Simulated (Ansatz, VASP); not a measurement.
**ScRu3 in VASP and in Ansatz**

```
CELL_PARAMETERS angstrom
3.93844 0.00000 0.00000
0.00000 3.93844 0.00000
0.00000 0.00000 3.93844
ATOMIC_POSITIONS crystal
Sc 0.00000 0.00000 0.00000
Ru 0.00000 0.50000 0.50000
Ru 0.50000 0.00000 0.50000
Ru 0.50000 0.50000 0.00000
```

Alike in both runs: task single point; functional PBE; k mesh 4 × 4 × 4; occupations gaussian, width 0.1 eV; no spin polarisation.

|  | VASP | Ansatz |
| --- | --- | --- |
| version | VASP 6.6.1 | Ansatz 0.2.0 |
| potentials or method | VASP PAW PBE potentials, release 64 (Sc_sv, Ru_pv), cutoff 520 eV | scalar-relativistic, plane waves, PAW |
| valence electrons in the cell | 53 | 59 |

```csv
,VASP,Ansatz,Ansatz less VASP
gap on the k mesh at the Fermi level (eV),none,none,-
pressure (GPa),-1.3,-1.6,-0.21
```

A gap of «none» marks a metal or a gap that the smearing closes. VASP's potentials hold 53 valence electrons a cell and Ansatz's 59, so a difference there can come from the potentials and not from the codes.

The k mesh is coarse, so the values compare programs but aren't converged.
